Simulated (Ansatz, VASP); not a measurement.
# Tl: VASP beside Ansatz

INCAR

```
ALGO = Normal
EDIFF = 1E-6
ENCUT = 520
GGA = PE
ISIF = 2
ISMEAR = -1
LASPH = True
LCHARG = False
LREAL = False
LWAVE = False
NBANDS = 12
NELM = 100
PREC = Accurate
SIGMA = 0.1
```

File KPOINTS:

```
k-points
0
Gamma
  16 16 16
```

The input POSCAR:

```
Tl
1.0
    3.3736138840      0.0000000000      0.0000000000
    0.0000000000      3.3736138840      0.0000000000
    0.0000000000      0.0000000000      3.3736138840
Tl
1
Direct
    0.0000000000      0.0000000000      0.0000000000
```

Input for Ansatz:

```yaml
crystal:
  lattice:
    - [3.373613884, 0.0, 0.0]
    - [0.0, 3.373613884, 0.0]
    - [0.0, 0.0, 3.373613884]
  atoms:
    - { symbol: Tl, position: [0.0, 0.0, 0.0] }
hamiltonian:
  xc: pbe
  pseudopotentials:
    kind: paw
    azcp:
      Tl: "pseudopotentials/Tl.paw.azcp"
basis:
  ecutwfc: 420
  fft_grid_basis: typed
kpoints:
  mp_grid: { grid: [16, 16, 16], shift: [0, 0, 0] }
magnetization:
  spin_polarized: false
scf:
  occupations: { method: fermi_dirac, width: 0.1 }
output:
  stress: true
```

Alike in both runs: task single point; functional PBE; k mesh 16 × 16 × 16; occupations fermi-dirac, width 0.1 eV; no spin polarisation.

```csv
,VASP,Ansatz
version,VASP 6.6.1,Ansatz 0.2.0
potentials or method,"VASP PAW PBE potentials, release 64 (Tl_d), cutoff 520 eV","plane waves (420 eV) with PAW, scalar-relativistic"
valence electrons in the cell,13,13
```

```tsv
	VASP	Ansatz	Ansatz less VASP
pressure (GPa)	-1.8	-1.8	+0.05
```

Neither program's run includes spin-orbit coupling.
